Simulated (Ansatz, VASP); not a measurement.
# Two plane-wave programs on MnSb

```
Sb Mn
1.0
     0.00000    2.79502    2.79502
     2.79502    0.00000    2.79502
     2.79502    2.79502    0.00000
Sb Mn
1 1
Direct
  0.50000 0.50000 0.50000
  0.00000 0.00000 0.00000
```

Alike in both runs: task single point; functional PBE; k mesh 8 × 8 × 8; occupations fermi-dirac, width 0.05 eV; collinear spin.

|  | VASP | Ansatz |
| --- | --- | --- |
| version | VASP 6.6.1 | Ansatz 0.2.0 |
| potentials or method | VASP PAW PBE potentials, release 64 (Sb, Mn_pv) | Ansatz PAW |
| plane-wave cutoff (eV) | 520 | 420 |
| valence electrons in the cell | 18 | 30 |

VASP gave:

```
gap on the k mesh at the Fermi level (eV)                     : none
pressure (GPa)                                                : -0.4
net moment per atom (μB)                                      : 1.92
size of the moment on the site where the two differ most (μB) : 3.76
```

Estimate Ansatz's values.

gap on the k mesh at the Fermi level (eV): none; pressure (GPa): -0.4; net moment per atom (μB): 1.92; size of the moment on the site where the two differ most (μB): 3.81.

Site moments also hang on the region over which each program counts them. A gap of «none» marks a metal or a gap that the smearing closes. With one functional, cell and mesh, what is left measures potentials, basis and numerics. VASP's potentials hold 18 valence electrons a cell and Ansatz's 30, so a difference there can come from the potentials and not from the codes.

Spin-orbit coupling is off throughout.
